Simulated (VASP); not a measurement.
A run of VASP 6.6.1 is set up as follows.

File INCAR:

```
SYSTEM = Pd3PbC
PREC = Accurate
ENCUT = 600
EDIFF = 1E-7
ISMEAR = 1
SIGMA = 0.1
LREAL = .False.
LASPH = .True.
NELM = 60
ALGO = Normal
ISIF = 3
LWAVE = .False.
LCHARG = .False.
GGA = RE
IVDW = 12
IBRION = 2
NSW = 80
EDIFFG = -0.03
```

KPOINTS

```
regular mesh
0
Gamma
  6 6 6
  0 0 0
```

POSCAR

```
Pd3PbC
1.0
    4.2989450000      0.0000000000      0.0000000000
    0.0000000000      4.2989450000      0.0000000000
    0.0000000000      0.0000000000      4.2989450000
Pd Pb C
3 1 1
Direct
    0.0000000000      0.5000000000      0.5000000000
    0.5000000000      0.5000000000      0.0000000000
    0.5000000000      0.0000000000      0.5000000000
    0.0000000000      0.0000000000      0.0000000000
    0.5000000000      0.5000000000      0.5000000000
```

Potentials or basis: VASP PAW PBE potentials, release 64 (Pd, Pb_d, C).

The run is started by

```sh
$ cat potpaw_PBE.64/Pd/POTCAR potpaw_PBE.64/Pb_d/POTCAR potpaw_PBE.64/C/POTCAR > POTCAR
$ mpirun -np 1 vasp_std > vasp.out
```

Q: Predict the dispersion energy per atom.

A: -0.989 eV.

Q: What does it give for the relaxed cell?

A: a = 4.216 Å, b = 4.216 Å, c = 4.216 Å, α = 90.00°, β = 90.00°, γ = 90.00°.

Q: What does it give for the space group after relaxing (to 0.1 Å)?

A: Pm-3m (No. 221).

Q: Predict the relaxed volume.

A: 14.99 Å³/atom.

Step by step:
```csv
step,energy change (eV),largest force (eV/Å),pressure (GPa),volume (Å³)
1,0.0000,0.0000,-8.36,79.45
2,0.0393,0.0000,12.31,70.29
3,-0.1265,0.0000,-0.09,74.95
```

Caveat: the PAW data sets were made with another functional, which shifts forces and pressure a little.
